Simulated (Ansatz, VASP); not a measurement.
**GaP: VASP beside Ansatz**

File INCAR:

```
SYSTEM = GaP
  PREC = Accurate
  ENCUT = 520
  EDIFF = 1E-6
  ISMEAR = 0
  SIGMA = 0.05
  LREAL = .FALSE.
  LASPH = .TRUE.
  NELM = 100
  ALGO = Normal
  ISIF = 2
  LWAVE = .FALSE.
  LCHARG = .TRUE.
  GGA = PE
  LELF = .TRUE.
  LVHAR = .TRUE.
  NBANDS = 16
```

File KPOINTS:

```
regular mesh
0
G
  10 10 10
  0 0 0
```

POSCAR

```
GaP
1.0
    0.0000000000      2.5645584377      3.0774701252
    2.5645584377      0.0000000000      3.0774701252
    2.5645584377      2.5645584377      0.0000000000
Ga P
1 1
Direct
    0.0000000000      0.0000000000      0.0000000000
    0.7500000000      0.7500000000      0.7500000000
```

Input for Ansatz:

```yaml
crystal:
  lattice:
    - [0.0, 2.5645584377, 3.0774701252]
    - [2.5645584377, 0.0, 3.0774701252]
    - [2.5645584377, 2.5645584377, 0.0]
  atoms:
    - { symbol: Ga, position: [0.0, 0.0, 0.0] }
    - { symbol: P, position: [0.75, 0.75, 0.75] }
basis:
  ecutwfc: 420
kpoints:
  mp_grid: { grid: [10, 10, 10] }
hamiltonian:
  xc: pbe
scf:
  occupations: { method: gaussian, width: 0.05 }
output:
  forces: true
  stress: true
  eigenvalues: true
```

Alike in both runs: task single point; functional PBE; k mesh 10 × 10 × 10; occupations gaussian, width 0.05 eV; no spin polarisation.

|  | VASP | Ansatz |
| --- | --- | --- |
| version | VASP 6.6.1 | Ansatz 0.2.0 |
| potentials or method | VASP PAW PBE potentials, release 64 (Ga_d, P), cutoff 520 eV | scalar-relativistic, plane waves, PAW |
| valence electrons in the cell | 18 | 18 |

|  | VASP | Ansatz | Ansatz less VASP |
| --- | --- | --- | --- |
| gap on the k mesh at the Fermi level (eV) | 0.55 | 0.55 | +0.001 |
| least direct gap on the mesh (eV) | 1.00 | 1.00 | +0.001 |
| pressure (GPa) | 1.9 | 2.0 | +0.07 |
| traceless stress, the component that is largest in VASP (GPa) | -11.83 | -11.82 | +0.010 |
